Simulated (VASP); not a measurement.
# AlRu (CsCl type) (Pm-3m) in VASP: further runs, part 2 of 2

VASP 6.6.1.

### Step 3. Single point, PBE

File INCAR:

```
SYSTEM = AlRu
PREC = Accurate
ENCUT = 520
EDIFF = 1E-6
ISMEAR = -1
SIGMA = 0.1
LREAL = .FALSE.
LASPH = .TRUE.
NELM = 80
ALGO = Normal
ISIF = 2
LWAVE = .FALSE.
LCHARG = .TRUE.
GGA = PE
LELF = .TRUE.
LVHAR = .TRUE.
NBANDS = 16
```

File KPOINTS:

```
regular mesh
0
G
  14 14 14
  0 0 0
```

File POSCAR:

```
AlRu
1.0
    2.8914771648      0.0000000000      0.0000000000
    0.0000000000      2.8914771648      0.0000000000
    0.0000000000      0.0000000000      2.8914771648
Ru Al
1 1
Direct
    0.0000000000      0.0000000000      0.0000000000
    0.5000000000      0.5000000000      0.5000000000
```

Potentials or basis: VASP PAW PBE potentials, release 64 (Ru_pv, Al).

On the command line:

```
> cat potpaw_PBE.64/Ru_pv/POTCAR potpaw_PBE.64/Al/POTCAR > POTCAR
> mpirun -np 1 vasp_std > vasp.out
```

OUTCAR:

```text
SYSTEM = AlRu
   PREC = Accurate
   ENCUT = 520
   EDIFF = 1E-6
   ISMEAR = -1
   LREAL = .FALSE.
   LASPH = .TRUE.
   NELM = 80
   ISIF = 2
   GGA = PE

 ion  position               nearest neighbor table
   1  0.000  0.000  0.000-   2 2.50   2 2.50   2 2.50   2 2.50   2 2.50   2 2.50   2 2.50   2 2.50

   2  0.500  0.500  0.500-   1 2.50   1 2.50   1 2.50   1 2.50   1 2.50   1 2.50   1 2.50   1 2.50

  LATTYP: Found a simple cubic cell.
 ALAT       =     2.8914771648

  Lattice vectors:

 A1 = (   2.8914771648,   0.0000000000,   0.0000000000)
 A2 = (   0.0000000000,   2.8914771648,   0.0000000000)
 A3 = (   0.0000000000,   0.0000000000,   2.8914771648)

Analysis of symmetry for initial positions (statically):
=====================================================================
 Subroutine PRICEL returns:
 Original cell was already a primitive cell.

 Routine SETGRP: Setting up the symmetry group for a
 simple cubic supercell.

 Subroutine GETGRP returns: Found 48 space group operations
 (whereof 48 operations were pure point group operations)
 out of a pool of 48 trial point group operations.

The static configuration has the point symmetry O_h .
[... 160 lines left out ...]

 E-fermi :  12.2417     XC(G=0): -13.0990

 val. band max:       12.2412320492   @ k =   0.3571   0.1429   0.0000
 cond. band min:      12.2474296241   @ k =   0.5000   0.2857   0.1429
 fundamental gap:      0.0061975749
 Fermi energy:        12.2417390244

 k-point     1 :       0.0000    0.0000    0.0000
  band No.  band energies     occupation
      1     -29.5653      2.00000
      2     -29.5653      2.00000
      3     -29.5653      2.00000
      4       1.9460      2.00000
      5       8.0690      2.00000
      6       8.0690      2.00000
[... 433 lines left out ...]
      3     -29.5334      2.00000
      4       4.9983      2.00000
      5       7.8656      2.00000
      6       9.3108      2.00000
[... 8 lines left out ...]
     15      25.8729      0.00000
     16      27.4698      0.00000

 [... further k-points ...]

------------------------ aborting loop because EDIFF is reached ----------------------------------------

  FORCE on cell =-STRESS in cart. coord.  units (eV):
  Direction    XX          YY          ZZ          XY          YZ          ZX
  --------------------------------------------------------------------------------------
  -------------------------------------------------------------------------------------
  Total        4.5542776      4.5542776      4.5542776      0.0000000      0.0000000     -0.0000000
  in kB      301.8358227    301.8358227    301.8358227      0.0000000      0.0000000     -0.0000000
  external PRESSURE =     301.8358227 kB  Pullay stress =       0.0000000 kB

 VOLUME and BASIS-vectors are now :
 -----------------------------------------------------------------------------
  energy-cutoff  :      520.00
  volume of cell :       24.17
      direct lattice vectors                 reciprocal lattice vectors
     2.891477165  0.000000000  0.000000000     0.345843990  0.000000000  0.000000000
     0.000000000  2.891477165  0.000000000     0.000000000  0.345843990  0.000000000
     0.000000000  0.000000000  2.891477165     0.000000000  0.000000000  0.345843990

 POSITION                                       TOTAL-FORCE (eV/Angst)
 -----------------------------------------------------------------------------------
      0.00000      0.00000      0.00000         0.000000      0.000000      0.000000
      1.44574      1.44574      1.44574         0.000000      0.000000      0.000000
 -----------------------------------------------------------------------------------
    total drift:                                0.000000      0.000000      0.000000

  FREE ENERGIE OF THE ION-ELECTRON SYSTEM (eV)
  ---------------------------------------------------
  free  energy   TOTEN  =       -14.0307505124 eV

  energy  without entropy=      -13.9827286576  energy(sigma->0) =      -14.00673959
```

OSZICAR:

```text
N       E                     dE             d eps       ncg     rms          rms(c)
DAV:   1     0.118623921080E+03    0.11862E+03   -0.89232E+03  3856   0.101E+03
DAV:   2    -0.129206994378E+02   -0.13154E+03   -0.12580E+03  4480   0.298E+02
DAV:   3    -0.147133395057E+02   -0.17926E+01   -0.17877E+01  4776   0.366E+01
DAV:   4    -0.147228029902E+02   -0.94635E-02   -0.94630E-02  4672   0.288E+00
DAV:   5    -0.147229239078E+02   -0.12092E-03   -0.12092E-03  4896   0.322E-01    0.154E+01
DAV:   6    -0.140952170020E+02    0.62771E+00   -0.20974E+00  4136   0.161E+01    0.289E+00
DAV:   7    -0.140453765369E+02    0.49840E-01   -0.12318E-01  4048   0.405E+00    0.267E+00
DAV:   8    -0.140308441974E+02    0.14532E-01   -0.11928E-02  4584   0.893E-01    0.204E-01
DAV:   9    -0.140307548887E+02    0.89309E-04   -0.20693E-04  4736   0.124E-01    0.137E-01
DAV:  10    -0.140307513860E+02    0.35027E-05   -0.13807E-05  4504   0.403E-02    0.130E-02
DAV:  11    -0.140307505124E+02    0.87355E-06   -0.36742E-07  3248   0.667E-03
   1 F= -.14030751E+02 E0= -.14006740E+02  d E =-.480219E-01
```

Run time: 32 s. Hardware: 1 thread of Intel Xeon 8259CL, shared host; peak memory 0.17 GiB.

Results:

- Free energy: -14.0308 eV
- Pressure: 30.2 GPa
- Band gap on the k mesh: zero (an odd number of electrons rules out a gap without spin polarisation)

Caveat: the cell stands under pressure.

### Step 4. Relaxation of cell and atoms, PBE, target pressure 30 GPa, at which the enthalpy is minimised

File INCAR:

```
SYSTEM = AlRu
PREC = Accurate ; ENCUT = 600
EDIFF = 1E-6 ; ISMEAR = -1
SIGMA = 0.1 ; LREAL = .FALSE.
LASPH = .TRUE. ; NELM = 80
ALGO = Normal ; ISIF = 3
LWAVE = .FALSE. ; LCHARG = .FALSE.
GGA = PE ; IBRION = 2
NSW = 32 ; EDIFFG = -0.005
PSTRESS = 300.0
```

File KPOINTS:

```
Automatic mesh
0
G
  14 14 14
  0 0 0
```

File POSCAR:

```
AlRu
1.0
    2.8919033783      0.0000000000      0.0000000000
    0.0000000000      2.8919033783      0.0000000000
    0.0000000000      0.0000000000      2.8919033783
Ru Al
1 1
Direct
    0.0000000000      0.0000000000      0.0000000000
    0.5000000000      0.5000000000      0.5000000000
```

On the command line:

```
> cat potpaw_PBE.64/Ru_pv/POTCAR potpaw_PBE.64/Al/POTCAR > POTCAR
> mpirun -np 1 vasp_std > vasp.out
```

Run time: 23 s. Hardware: 1 thread of Intel Xeon 8259CL, shared host; peak memory 0.17 GiB.

The run converged. Its results:

```
Free energy             : -14.0330 eV
Pressure after relaxing : 30.0 GPa
Band gap on the k mesh  : zero (an odd number of electrons rules out a gap without spin polarisation)
```

Final structure:
```yaml
crystal:
  lattice:
    - [2.89190, 0.00000, 0.00000]
    - [0.00000, 2.89190, 0.00000]
    - [0.00000, 0.00000, 2.89190]
  atoms:
    - { symbol: Ru, position: [0.00000, 0.00000, 0.00000] }
    - { symbol: Al, position: [0.50000, 0.50000, 0.50000] }
```

Levels at points of the mesh, in eV from the Fermi level:
| k point | band 7 | band 8 | band 9 | band 10 | band 11 | band 12 |
| --- | --- | --- | --- | --- | --- | --- |
| (0.00, 0.00, 0.00) | 0.20 | 0.20 | 0.20 | 6.58 | 6.58 | 6.58 |
| (0.50, 0.00, 0.00) | -1.85 | -1.85 | 0.50 | 2.69 | 7.35 | 11.56 |
| (0.50, 0.50, 0.00) | -1.44 | -1.39 | -1.39 | 1.80 | 6.02 | 7.32 |
| (0.50, 0.50, 0.50) | 1.91 | 1.91 | 3.20 | 4.39 | 4.39 | 4.39 |

Caveat: the relaxation stopped at its first step, so nothing moved; the cell is relaxed towards a set pressure, so the run minimises the enthalpy, not the energy.

### Step 5. Relaxation of cell and atoms, PBE, target pressure 30 GPa, at which the enthalpy is minimised

This run uses another cell than the first one, of 12.63 Å³/atom.

File INCAR:

```
SYSTEM = AlRu
ALGO     = Normal         ! electronic algorithm
EDIFF    = 1E-6           ! SCF threshold, eV
EDIFFG   = -0.005         ! ionic threshold
ENCUT    = 600            ! plane-wave cutoff, eV
GGA      = PE             ! functional
IBRION   = 2              ! ionic algorithm
ISIF     = 3              ! what is computed and relaxed
ISMEAR   = -1             ! smearing method
LASPH    = .TRUE.         ! aspherical terms in the spheres
LCHARG   = .FALSE.        ! write CHGCAR
LREAL    = .FALSE.        ! projectors in reciprocal space
LWAVE    = .FALSE.        ! write WAVECAR
NELM     = 100            ! most SCF steps
NSW      = 60             ! ionic steps
PREC     = Accurate       ! precision mode
PSTRESS  = 300.0        
SIGMA    = 0.1            ! smearing width, eV
```

File KPOINTS:

```
k-points
0
G
  14 14 14
  0 0 0
```

File POSCAR:

```
AlRu
1.0
    2.9338756167      0.0000000000      0.0000000000
    0.0000000000      2.9338756167      0.0000000000
    0.0000000000      0.0000000000      2.9338756167
Ru Al
1 1
Direct
    0.0000000000      0.0000000000      0.0000000000
    0.5000000000      0.5000000000      0.5000000000
```

On the command line:

```
> cat potpaw_PBE.64/Ru_pv/POTCAR potpaw_PBE.64/Al/POTCAR > POTCAR
> mpirun -np 1 vasp_std > vasp.out
```

Run time: 2.1 min. Hardware: 1 thread of Intel Xeon 8259CL, shared host; peak memory 0.18 GiB.

The run converged. Its results:

* Free energy: -14.0336 eV
* Relaxed volume: 12.09 Å³/atom
* Relaxed cell: a = 2.892 Å, b = 2.892 Å, c = 2.892 Å, α = 90.00°, β = 90.00°, γ = 90.00°
* Space group after relaxing (to 0.1 Å): Pm-3m (No. 221)
* Energy change on relaxing (the run minimises the enthalpy): +77.6 meV/atom
* Ionic steps: 6
* Pressure after relaxing: 30.0 GPa
* Band gap on the k mesh: zero (an odd number of electrons rules out a gap without spin polarisation)

The path:
```csv
step,energy change (eV),largest force (eV/Å),pressure (GPa),volume (Å³)
1,0.0000,0.0000,17.02,25.25
2,0.9344,0.0000,74.04,21.70
3,0.1470,0.0000,29.65,24.23
4,0.1513,0.0000,29.75,24.21
5,0.1625,0.0000,30.56,24.15
6,0.1552,0.0000,30.01,24.19
```

Final structure:
```
Ru Al
1.0
     2.89191    0.00000    0.00000
     0.00000    2.89191    0.00000
     0.00000    0.00000    2.89191
Ru Al
1 1
Direct
  0.00000 0.00000 0.00000
  0.50000 0.50000 0.50000
```

Levels at points of the mesh, in eV from the Fermi level:
```
           k point  band 5  band 6  band 7  band 8  band 9  band 10  band 11  band 12
(0.00, 0.00, 0.00)   -4.17   -4.17    0.20    0.20    0.20     6.58     6.58     6.58
(0.50, 0.00, 0.00)   -5.67   -3.24   -1.85   -1.85    0.50     2.69     7.35    11.56
(0.50, 0.50, 0.00)   -3.51   -1.44   -1.44   -1.39   -1.39     1.80     6.02     7.32
(0.50, 0.50, 0.50)   -5.25   -5.25    1.91    1.91    3.20     4.39     4.39     4.39
```

Caveat: the cell is relaxed towards a set pressure, so the run minimises the enthalpy, not the energy.

### Step 6. Overview

| task | cell | cutoff (eV) | gap on the mesh (eV) | pressure (GPa) |
| --- | --- | --- | --- | --- |
| single point | a = 2.892 Å, 2 atoms | 520 | none | 30.0 |
| single point | a = 2.891 Å, 2 atoms | 520 | none | 30.2 |
| relaxation of cell and atoms | relaxed to 30 GPa from a = 2.892 Å, 2 atoms | 600 | none | 30.0 |
| relaxation of cell and atoms | relaxed to 30 GPa from a = 2.934 Å, 2 atoms | 600 | none | 30.0 |

Alike in all rows: level PBE; potentials or basis VASP PAW PBE potentials, release 64 (Ru_pv, Al); no spin polarisation; k mesh 14 × 14 × 14; smearing fermi-dirac 0.1 eV.

Caveats: the cell stands under pressure (at least some runs); the cell is relaxed towards a set pressure, so the run minimises the enthalpy, not the energy (at least some runs); the relaxation stopped at its first step, so nothing moved (at least some runs).

Absolute energies hang on the potentials; compare differences alone.
